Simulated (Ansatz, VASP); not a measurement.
One calculation of Na, two programs

```
Na
1.0
    -2.13356    2.13356    2.08574
     2.13356   -2.13356    2.08574
     2.13356    2.13356   -2.08574
Na
1
Direct
  0.00000 0.00000 0.00000
```

Change from the starting cell: z stretched by -1.5 % at fixed volume.

Alike in both runs: task single point; functional PBE; k mesh 11 × 11 × 11; occupations fermi-dirac, width 0.03 eV; no spin polarisation.

|  | VASP | Ansatz |
| --- | --- | --- |
| version | VASP 6.6.1 | Ansatz 0.2.0 |
| potentials or method | VASP PAW PBE potentials, release 64 (Na_pv), cutoff 520 eV | all-electron LAPW, scalar-relativistic |

```csv
,VASP,Ansatz,Ansatz less VASP
pressure (GPa),-0.2,-0.2,+0.03
```

Ansatz ran all-electron here, and VASP with PAW potentials.
